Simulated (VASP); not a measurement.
Wanted: the native input for a VASP 6.6.1 run.

* Task: single point
* Functional: r2SCAN
* Potentials or basis: VASP PAW PBE potentials, release 64 (K_sv, Br)
* Cutoff: 520 eV
* k mesh: 6 × 6 × 6
* Occupations: gaussian, width 0.02 eV
* Spin: no spin polarisation
* Dipole correction: no
* Further INCAR settings: ALGO = Normal; EDIFF = 1e-06; NBANDS = 15

Crystal: KBr.

```
K Br
1.0
     0.00000    3.40882    3.40882
     3.40882    0.00000    3.40882
     3.40882    3.40882    0.00000
K Br
1 1
Cartesian
  0.0000 0.0000 0.0000
  3.4088 3.4088 3.4088
```

This cell differs from its parent crystal: volume scaled by 1.10.

The input as run:

POSCAR

```
KBr
1.0
    0.0000000000      3.4088218502      3.4088218502
    3.4088218502      0.0000000000      3.4088218502
    3.4088218502      3.4088218502      0.0000000000
K Br
1 1
Direct
    0.0000000000      0.0000000000      0.0000000000
    0.5000000000      0.5000000000      0.5000000000
```

INCAR.step1

```
SYSTEM = KBr
PREC     = Accurate       ! precision mode
ENCUT    = 520            ! plane-wave cutoff, eV
ISMEAR   = 0              ! smearing method
SIGMA    = 0.02           ! smearing width, eV
LREAL    = .False.        ! projectors in reciprocal space
LASPH    = .True.         ! aspherical terms in the spheres
NELM     = 80             ! most SCF steps
NBANDS   = 15             ! bands
GGA      = PE             ! functional
ALGO     = Normal         ! electronic algorithm
EDIFF    = 1E-4           ! SCF threshold, eV
LWAVE    = .True.         ! write WAVECAR
LCHARG   = .False.        ! write CHGCAR
```

INCAR.step2

```
SYSTEM = KBr
PREC     = Accurate       ! precision mode
ENCUT    = 520            ! plane-wave cutoff, eV
EDIFF    = 1E-6           ! SCF threshold, eV
ISMEAR   = 0              ! smearing method
SIGMA    = 0.02           ! smearing width, eV
LREAL    = .False.        ! projectors in reciprocal space
LASPH    = .True.         ! aspherical terms in the spheres
NELM     = 80             ! most SCF steps
ALGO     = Normal         ! electronic algorithm
ISIF     = 2              ! what is computed and relaxed
LWAVE    = .False.        ! write WAVECAR
LCHARG   = .False.        ! write CHGCAR
METAGGA  = R2SCAN         ! meta-GGA
LMIXTAU  = .True.       
NBANDS   = 15             ! bands
ISTART   = 1
```

KPOINTS

```
Automatic mesh
0
Gamma
  6 6 6
  0 0 0
```

Potentials or basis: VASP PAW PBE potentials, release 64 (K_sv, Br).

Run with:

```bash
$ cat potpaw_PBE.64/K_sv/POTCAR potpaw_PBE.64/Br/POTCAR > POTCAR
$ cp INCAR.step1 INCAR
$ mpirun -np 1 vasp_std > vasp.out
$ cp INCAR.step2 INCAR
$ mpirun -np 1 vasp_std > vasp.out
```

Results of the run:

```yaml
Pressure: -1.2 GPa
Band_gap_on_the_k_mesh: 4.82 eV, direct
```

Caveat: the PAW data sets were made with another functional, which shifts forces and pressure a little.

Run time: 38 s on 1 thread of Intel(R) Xeon(R) 6975P-C (Granite Rapids), on a shared host, peak memory 0.21 GiB.
